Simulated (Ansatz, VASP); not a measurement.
Au: VASP beside Ansatz

File INCAR:

```
PREC = Accurate ; ENCUT = 520
EDIFF = 1E-7 ; ISMEAR = 1
SIGMA = 0.05 ; LREAL = False
LASPH = True ; NELM = 150
ALGO = Normal ; ISIF = 2
LWAVE = False ; LCHARG = False
LMAXMIX = 4 ; LDAU = True
LDAUTYPE = 2 ; LDAUL = 2
LDAUU = 6.2 ; LDAUJ = 0
LDAUPRINT = 1 ; NBANDS = 12
```

The input KPOINTS:

```
regular mesh
0
Gamma
  11 11 11
```

The input POSCAR:

```
Au
1.0
    2.8779246000      0.0000000000      0.0000000000
    1.4389623000      2.4923558138      0.0000000000
    1.4389623000      0.8307852713      2.3498155961
Au
1
Direct
    0.0000000000      0.0000000000      0.0000000000
```

The input input.yaml:

```yaml
crystal:
  lattice:
    - [2.8779246, 0.0, 0.0]
    - [1.4389623, 2.4923558138, 0.0]
    - [1.4389623, 0.8307852713, 2.3498155961]
  atoms:
    - { symbol: Au, position: [0.0, 0.0, 0.0] }
hamiltonian:
  xc: lda
  pseudopotentials: { kind: paw, core: small }
  hubbard: { sites: [{ species: Au, l: d, u_eff: 6.2 }], projectors: atomic }
kpoints:
  mp_grid: { grid: [11, 11, 11] }
scf:
  occupations: { method: cold, width: 0.05 }
output:
  forces: true
  stress: true
  eigenvalues: true
```

Alike in both runs: task single point; functional LDA; k mesh 11 × 11 × 11; no spin polarisation; Hubbard terms Au d U = 6.2 eV.

|  | VASP | Ansatz |
| --- | --- | --- |
| version | VASP 6.6.1 | Ansatz 0.2.0 |
| potentials or method | VASP PAW LDA potentials, release 64 (Au) | Ansatz PAW |
| plane-wave cutoff (eV) | 520 | 420 |
| occupations | methfessel-paxton of order 1, width 0.05 eV | cold, width 0.05 eV |
| valence electrons in the cell | 11 | 19 |

Ansatz gave:

- gap on the k mesh at the Fermi level (eV): none
- pressure (GPa): -0.4

Question: Estimate VASP's values.

Answer: gap on the k mesh at the Fermi level (eV): none; pressure (GPa): -7.7.

LDA's correlation is that of Perdew and Zunger in VASP and of Perdew and Wang (1992) in Ansatz. The programs project onto different local orbitals, so the same U acts differently, and such runs can settle in different states. A gap of «none» marks a metal or a gap that the smearing closes. VASP's potentials hold 11 valence electrons a cell and Ansatz's 19, so a difference there can come from the potentials and not from the codes.

Spin-orbit coupling is off throughout.
